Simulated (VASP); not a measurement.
# PbS (I4/mmm) in VASP: a series of runs, part 2 of 2

VASP 6.6.1.

## (3) Single point, r2SCAN (strain -0.0300 x Voigt [1, 1, 0, 0, 0, 0])

Input file POSCAR:

```
PbS
1.0
    0.0000000000      2.8760500000      2.9650000000
    2.8760500000      0.0000000000      2.9650000000
    2.8760500000      2.8760500000      0.0000000000
Pb S
1 1
Direct
    0.0000000000      0.0000000000      0.0000000000
    0.5000000000      0.5000000000      0.5000000000
```

Input file INCAR.step1:

```
PREC = Accurate ; ENCUT = 520
ISMEAR = 0 ; SIGMA = 0.05
LREAL = False ; LASPH = True
NELM = 60 ; NBANDS = 17
GGA = PE ; ALGO = Normal
EDIFF = 1E-4 ; LWAVE = True
LCHARG = False
```

Input file INCAR.step2:

```
PREC = Accurate ; ENCUT = 520
EDIFF = 1E-6 ; ISMEAR = 0
SIGMA = 0.05 ; LREAL = False
LASPH = True ; NELM = 60
ALGO = Normal ; ISIF = 2
LWAVE = False ; LCHARG = False
METAGGA = R2SCAN ; LMIXTAU = True
NBANDS = 17 ; ISTART = 1
```

Input file KPOINTS:

```
Automatic mesh
0
Gamma
  8 8 8
```

Potentials or basis: VASP PAW PBE potentials, release 64 (Pb_d, S).

On the command line:

```
cat potpaw_PBE.64/Pb_d/POTCAR potpaw_PBE.64/S/POTCAR > POTCAR
cp INCAR.step1 INCAR
mpirun -np 1 vasp_std > vasp.out
cp INCAR.step2 INCAR
mpirun -np 1 vasp_std > vasp.out
```

Run time: 2.6 min. Hardware: 1 thread of Intel Xeon 6975P-C, shared host; peak memory 0.21 GiB.

The run converged. Its results:

| Property | Result |
| --- | --- |
| Free energy | -65.5234 eV |
| Pressure | 5.9 GPa |
| Band gap on the k mesh | 0.33 eV, direct |

Stress tensor (GPa, compression positive):
```
7.64 0.00 0.00
0.00 7.64 0.00
0.00 0.00 2.49
```

Levels at points of the mesh, in eV from the valence-band top:
| k point | band 7 | band 8 | band 9 | band 10 | band 11 | band 12 | band 13 | band 14 |
| --- | --- | --- | --- | --- | --- | --- | --- | --- |
| (0.00, 0.00, 0.00) | -6.09 | -2.89 | -2.89 | -2.63 | 5.13 | 5.88 | 5.88 | 6.72 |
| (0.50, 0.00, 0.00) | -9.66 | -2.38 | -2.29 | 0.00 | 0.33 | 1.82 | 2.00 | 9.13 |
| (0.50, 0.50, 0.00) | -7.46 | -6.05 | -4.14 | -4.14 | 3.84 | 5.87 | 6.35 | 6.35 |
| (0.50, 0.00, 0.50) | -7.65 | -6.11 | -4.37 | -4.04 | 3.70 | 5.79 | 6.24 | 6.53 |

Caveat: the cell differs from its parent crystal (strain -0.0300 x Voigt [1, 1, 0, 0, 0, 0]); the PAW data sets were made with another functional, which shifts forces and pressure a little; spin-orbit coupling is left out, which moves the levels of the heavy elements. A k mesh can miss the band edges.

## (4) Single point, r2SCAN (strain -0.0200 x Voigt [1, 1, 0, 0, 0, 0])

Input file POSCAR:

```
PbS
1.0
    0.0000000000      2.9057000000      2.9650000000
    2.9057000000      0.0000000000      2.9650000000
    2.9057000000      2.9057000000      0.0000000000
Pb S
1 1
Direct
    0.0000000000      0.0000000000      0.0000000000
    0.5000000000      0.5000000000      0.5000000000
```

Input file INCAR.step1:

```
SYSTEM = PbS
PREC = Accurate
ENCUT = 520
ISMEAR = 0
SIGMA = 0.05
LREAL = .FALSE.
LASPH = .TRUE.
NELM = 60
NBANDS = 17
GGA = PE
ALGO = Normal
EDIFF = 1E-4
LWAVE = .TRUE.
LCHARG = .FALSE.
```

Input file INCAR.step2:

```
SYSTEM = PbS
PREC = Accurate
ENCUT = 520
EDIFF = 1E-6
ISMEAR = 0
SIGMA = 0.05
LREAL = .FALSE.
LASPH = .TRUE.
NELM = 60
ALGO = Normal
ISIF = 2
LWAVE = .FALSE.
LCHARG = .FALSE.
METAGGA = R2SCAN
LMIXTAU = .TRUE.
NBANDS = 17
ISTART = 1
```

Input file KPOINTS:

```
Automatic mesh
0
G
  8 8 8
  0 0 0
```

On the command line:

```
cat potpaw_PBE.64/Pb_d/POTCAR potpaw_PBE.64/S/POTCAR > POTCAR
cp INCAR.step1 INCAR
mpirun -np 1 vasp_std > vasp.out
cp INCAR.step2 INCAR
mpirun -np 1 vasp_std > vasp.out
```

Wall time 2.3 min (1 thread of Intel Xeon 6975P-C, shared host); peak memory 0.22 GiB.

Results (log left out):

```yaml
Free_energy: -65.5646 eV
Pressure: 4.2 GPa
Band_gap_on_the_k_mesh: 0.44 eV, direct
```

Stress tensor (GPa, compression positive):
```
5.27 0.00 0.00
0.00 5.27 0.00
0.00 0.00 2.10
```

Levels at points of the mesh, in eV from the valence-band top:
| k point | band 6 | band 7 | band 8 | band 9 | band 10 | band 11 | band 12 | band 13 | band 14 | band 15 |
| --- | --- | --- | --- | --- | --- | --- | --- | --- | --- | --- |
| (0.00, 0.00, 0.00) | -14.69 | -6.09 | -2.69 | -2.69 | -2.52 | 5.28 | 5.77 | 5.77 | 6.87 | 6.99 |
| (0.50, 0.00, 0.00) | -13.34 | -9.46 | -2.22 | -2.17 | 0.00 | 0.44 | 1.94 | 2.07 | 9.15 | 10.40 |
| (0.50, 0.50, 0.00) | -12.87 | -7.42 | -5.82 | -3.96 | -3.96 | 3.95 | 5.92 | 6.27 | 6.27 | 11.67 |
| (0.50, 0.00, 0.50) | -12.74 | -7.55 | -5.86 | -4.11 | -3.89 | 3.86 | 5.90 | 6.17 | 6.38 | 11.59 |

Caveat: the cell differs from its parent crystal (strain -0.0200 x Voigt [1, 1, 0, 0, 0, 0]); the PAW data sets were made with another functional, which shifts forces and pressure a little; spin-orbit coupling is left out, which moves the levels of the heavy elements. A k mesh can miss the band edges.

## (5) Single point, r2SCAN (strain -0.0100 x Voigt [1, 1, 0, 0, 0, 0])

Input file POSCAR:

```
PbS
1.0
    0.0000000000      2.9353500000      2.9650000000
    2.9353500000      0.0000000000      2.9650000000
    2.9353500000      2.9353500000      0.0000000000
Pb S
1 1
Direct
    0.0000000000      0.0000000000      0.0000000000
    0.5000000000      0.5000000000      0.5000000000
```

Input file INCAR.step1:

```
SYSTEM = PbS
PREC = Accurate ; ENCUT = 520
ISMEAR = 0 ; SIGMA = 0.05
LREAL = .False. ; LASPH = .True.
NELM = 100 ; NBANDS = 17
GGA = PE ; ALGO = Normal
EDIFF = 1E-4 ; LWAVE = .True.
LCHARG = .False.
```

Input file INCAR.step2:

```
SYSTEM = PbS
PREC = Accurate ; ENCUT = 520
EDIFF = 1E-6 ; ISMEAR = 0
SIGMA = 0.05 ; LREAL = .False.
LASPH = .True. ; NELM = 100
ALGO = Normal ; ISIF = 2
LWAVE = .False. ; LCHARG = .True.
METAGGA = R2SCAN ; LMIXTAU = .True.
LELF = .True. ; LVHAR = .True.
NBANDS = 17 ; ISTART = 1
```

Input file KPOINTS:

```
regular mesh
0
Gamma
  8 8 8
  0 0 0
```

On the command line:

```
cat potpaw_PBE.64/Pb_d/POTCAR potpaw_PBE.64/S/POTCAR > POTCAR
cp INCAR.step1 INCAR
mpirun -np 1 vasp_std > vasp.out
cp INCAR.step2 INCAR
mpirun -np 1 vasp_std > vasp.out
```

Wall time 2.1 min (1 thread of Intel Xeon 6975P-C, shared host); peak memory 0.21 GiB.

The run converged. Its results:

```
Free energy            : -65.5920 eV
Pressure               : 2.7 GPa
Band gap on the k mesh : 0.53 eV, direct
```

Stress tensor (GPa, compression positive):
```
3.19 0.00 0.00
0.00 3.19 0.00
0.00 0.00 1.72
```

Levels at points of the mesh, in eV from the valence-band top:
```csv
k point,band 6,band 7,band 8,band 9,band 10,band 11,band 12,band 13,band 14,band 15
"(0.00, 0.00, 0.00)",-14.46,-6.10,-2.51,-2.51,-2.43,5.42,5.66,5.66,7.00,7.06
"(0.50, 0.00, 0.00)",-13.15,-9.29,-2.07,-2.05,0.00,0.53,2.06,2.12,9.16,10.51
"(0.50, 0.50, 0.00)",-12.68,-7.40,-5.60,-3.79,-3.79,4.05,5.97,6.18,6.18,11.68
"(0.50, 0.00, 0.50)",-12.62,-7.45,-5.62,-3.86,-3.75,4.00,6.00,6.09,6.23,11.66
```

Caveat: the cell differs from its parent crystal (strain -0.0100 x Voigt [1, 1, 0, 0, 0, 0]); the PAW data sets were made with another functional, which shifts forces and pressure a little; spin-orbit coupling is left out, which moves the levels of the heavy elements. A k mesh can miss the band edges.

## (6) Single point, r2SCAN (strain +0.0100 x Voigt [1, 1, 0, 0, 0, 0])

Input file POSCAR:

```
PbS
1.0
    0.0000000000      2.9946500000      2.9650000000
    2.9946500000      0.0000000000      2.9650000000
    2.9946500000      2.9946500000      0.0000000000
Pb S
1 1
Direct
    0.0000000000      0.0000000000      0.0000000000
    0.5000000000      0.5000000000      0.5000000000
```

Input file INCAR.step1:

```
ALGO = Normal
EDIFF = 1E-4
ENCUT = 520
GGA = PE
ISMEAR = 0
LASPH = T
LCHARG = F
LREAL = F
LWAVE = T
NBANDS = 17
NELM = 80
PREC = Accurate
SIGMA = 0.05
```

Input file INCAR.step2:

```
ALGO = Normal
EDIFF = 1E-7
ENCUT = 520
ISIF = 2
ISMEAR = 0
ISTART = 1
LASPH = T
LCHARG = F
LMIXTAU = T
LREAL = F
LWAVE = F
METAGGA = R2SCAN
NBANDS = 17
NELM = 80
PREC = Accurate
SIGMA = 0.05
```

Input file KPOINTS:

```
k-points
0
Gamma
  8 8 8
```

Potentials or basis: VASP PAW PBE potentials, release 64 (Pb_d, S).

On the command line:

```
cat potpaw_PBE.64/Pb_d/POTCAR potpaw_PBE.64/S/POTCAR > POTCAR
cp INCAR.step1 INCAR
mpirun -np 1 vasp_std > vasp.out
cp INCAR.step2 INCAR
mpirun -np 1 vasp_std > vasp.out
```

Run time: 2.2 min. Hardware: 1 thread of Intel Xeon 6975P-C, shared host; peak memory 0.22 GiB.

Results (log left out):

| Property | Result |
| --- | --- |
| Free energy | -65.6107 eV |
| Pressure | 0.1 GPa |
| Band gap on the k mesh | 0.69 eV, direct |

Stress tensor (GPa, compression positive):
```
-0.27  0.00  0.00
 0.00 -0.27  0.00
 0.00  0.00  0.97
```

Levels at points of the mesh, in eV from the valence-band top:
```tsv
k point	band 7	band 8	band 9	band 10	band 11	band 12	band 13	band 14
(0.00, 0.00, 0.00)	-6.13	-2.27	-2.19	-2.19	5.44	5.44	5.67	7.18
(0.50, 0.00, 0.00)	-8.98	-1.84	-1.82	0.00	0.69	2.21	2.27	9.15
(0.50, 0.50, 0.00)	-7.35	-5.22	-3.48	-3.48	4.22	5.99	5.99	6.04
(0.50, 0.00, 0.50)	-7.30	-5.20	-3.52	-3.41	4.26	5.91	5.94	6.16
```

Caveat: the cell differs from its parent crystal (strain +0.0100 x Voigt [1, 1, 0, 0, 0, 0]); the PAW data sets were made with another functional, which shifts forces and pressure a little; spin-orbit coupling is left out, which moves the levels of the heavy elements. A k mesh can miss the band edges.

## (7) Single point, r2SCAN (strain +0.0200 x Voigt [1, 1, 0, 0, 0, 0])

Input file POSCAR:

```
PbS
1.0
    0.0000000000      3.0243000000      2.9650000000
    3.0243000000      0.0000000000      2.9650000000
    3.0243000000      3.0243000000      0.0000000000
Pb S
1 1
Direct
    0.0000000000      0.0000000000      0.0000000000
    0.5000000000      0.5000000000      0.5000000000
```

Input file INCAR.step1:

```
SYSTEM = PbS
  PREC = Accurate
  ENCUT = 520
  ISMEAR = 0
  SIGMA = 0.05
  LREAL = .FALSE.
  LASPH = .TRUE.
  NELM = 80
  NBANDS = 17
  GGA = PE
  ALGO = Normal
  EDIFF = 1E-4
  LWAVE = .TRUE.
  LCHARG = .FALSE.
```

Input file INCAR.step2:

```
SYSTEM = PbS
  PREC = Accurate
  ENCUT = 520
  EDIFF = 1E-6
  ISMEAR = 0
  SIGMA = 0.05
  LREAL = .FALSE.
  LASPH = .TRUE.
  NELM = 80
  ALGO = Normal
  ISIF = 2
  LWAVE = .FALSE.
  LCHARG = .FALSE.
  METAGGA = R2SCAN
  LMIXTAU = .TRUE.
  NBANDS = 17
  ISTART = 1
```

Input file KPOINTS:

```
regular mesh
0
G
  8 8 8
  0 0 0
```

On the command line:

```
cat potpaw_PBE.64/Pb_d/POTCAR potpaw_PBE.64/S/POTCAR > POTCAR
cp INCAR.step1 INCAR
mpirun -np 1 vasp_std > vasp.out
cp INCAR.step2 INCAR
mpirun -np 1 vasp_std > vasp.out
```

Wall time 2.2 min (1 thread of Intel Xeon 6975P-C, shared host); peak memory 0.22 GiB.

It converged, with:

```yaml
Free_energy: -65.6046 eV
Pressure: -0.9 GPa
Band_gap_on_the_k_mesh: 0.75 eV, direct
```

Stress tensor (GPa, compression positive):
```
-1.69  0.00  0.00
 0.00 -1.69  0.00
 0.00  0.00  0.60
```

Levels at points of the mesh, in eV from the valence-band top:
```tsv
k point	band 7	band 8	band 9	band 10	band 11	band 12	band 13	band 14
(0.00, 0.00, 0.00)	-6.15	-2.21	-2.05	-2.05	5.32	5.32	5.78	7.23
(0.50, 0.00, 0.00)	-8.85	-1.75	-1.71	0.00	0.75	2.24	2.36	9.14
(0.50, 0.50, 0.00)	-7.34	-5.04	-3.35	-3.35	4.29	5.89	5.89	6.06
(0.50, 0.00, 0.50)	-7.24	-5.00	-3.41	-3.21	4.38	5.79	5.82	6.23
```

Caveat: the cell differs from its parent crystal (strain +0.0200 x Voigt [1, 1, 0, 0, 0, 0]); the PAW data sets were made with another functional, which shifts forces and pressure a little; spin-orbit coupling is left out, which moves the levels of the heavy elements.

## (8) Overview

| cell | gap on the mesh (eV) | pressure (GPa) |
| --- | --- | --- |
| a = 4.110, b = 4.110, c = 4.025 Å, angles 60.7, 60.7, 58.6°, 2 atoms | 0.20 | 7.8 |
| a = 4.131, b = 4.131, c = 4.067 Å, angles 60.5, 60.5, 59.0°, 2 atoms | 0.33 | 5.9 |
| a = 4.151, b = 4.151, c = 4.109 Å, angles 60.3, 60.3, 59.3°, 2 atoms | 0.44 | 4.2 |
| a = 4.172, b = 4.172, c = 4.151 Å, angles 60.2, 60.2, 59.7°, 2 atoms | 0.53 | 2.7 |
| a = 4.214, b = 4.214, c = 4.235 Å, angles 59.8, 59.8, 60.3°, 2 atoms | 0.69 | 0.1 |
| a = 4.235, b = 4.235, c = 4.277 Å, angles 59.7, 59.7, 60.7°, 2 atoms | 0.75 | -0.9 |

Alike in all rows: task single point; level r2SCAN; potentials or basis VASP PAW PBE potentials, release 64 (Pb_d, S); no spin polarisation; k mesh 8 × 8 × 8; cutoff (eV) 520; smearing gaussian 0.05 eV.

Caveats: the PAW data sets were made with another functional, which shifts forces and pressure a little; spin-orbit coupling is left out, which moves the levels of the heavy elements.

Total energies depend on the potentials used, so only differences within one code and one set of settings carry meaning.
